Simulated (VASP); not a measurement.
Input of a VASP 6.6.1 run:

File POSCAR:

```
BN
1.0
    2.4928006810      0.0000000000      0.0000000000
   -1.2464003405      2.1588287163      0.0000000000
    0.0000000000      0.0000000000      6.2158980447
B N
2 2
Direct
    0.3333333333      0.6666666667      0.2500000000
    0.6666666667      0.3333333333      0.7500000000
    0.3333333333      0.6666666667      0.7500000000
    0.6666666667      0.3333333333      0.2500000000
```

INCAR.step1

```
PREC     = Accurate       # precision mode
ENCUT    = 520            # plane-wave cutoff, eV
ISMEAR   = 0              # smearing method
SIGMA    = 0.02           # smearing width, eV
LREAL    = F              # projectors in reciprocal space
LASPH    = T              # aspherical terms in the spheres
NELM     = 80             # most SCF steps
NBANDS   = 16             # bands
GGA      = PE             # functional
ALGO     = Normal         # electronic algorithm
EDIFF    = 1E-4           # SCF threshold, eV
LWAVE    = T              # write WAVECAR
LCHARG   = F              # write CHGCAR
```

Contents of INCAR.step2:

```
PREC     = Accurate       # precision mode
ENCUT    = 520            # plane-wave cutoff, eV
EDIFF    = 1E-6           # SCF threshold, eV
ISMEAR   = 0              # smearing method
SIGMA    = 0.02           # smearing width, eV
LREAL    = F              # projectors in reciprocal space
LASPH    = T              # aspherical terms in the spheres
NELM     = 80             # most SCF steps
ALGO     = Normal         # electronic algorithm
ISIF     = 2              # what is computed and relaxed
LWAVE    = F              # write WAVECAR
LCHARG   = F              # write CHGCAR
METAGGA  = R2SCAN         # meta-GGA
LMIXTAU  = T            
NBANDS   = 16             # bands
ISTART   = 1
```

Contents of KPOINTS:

```
Automatic mesh
0
Gamma
  12 12 4
```

Potentials or basis: VASP PAW PBE potentials, release 64 (B, N).

Launch:

```sh
$ cat potpaw_PBE.64/B/POTCAR potpaw_PBE.64/N/POTCAR > POTCAR
$ cp INCAR.step1 INCAR
$ mpirun -np 1 vasp_std > vasp.out
$ cp INCAR.step2 INCAR
$ mpirun -np 1 vasp_std > vasp.out
```

**Question.** Predict the pressure.

**Answer.** 4.4 GPa.

**Question.** What does it give for the band gap on the k mesh?

**Answer.** 4.77 eV, indirect (least direct gap 5.12 eV).

Stress tensor (GPa, compression positive):
```
4.80 0.00 0.00
0.00 4.80 0.00
0.00 0.00 3.74
```

Caveat: the PAW data sets were made with another functional, which shifts forces and pressure a little. A k mesh can miss the band edges.
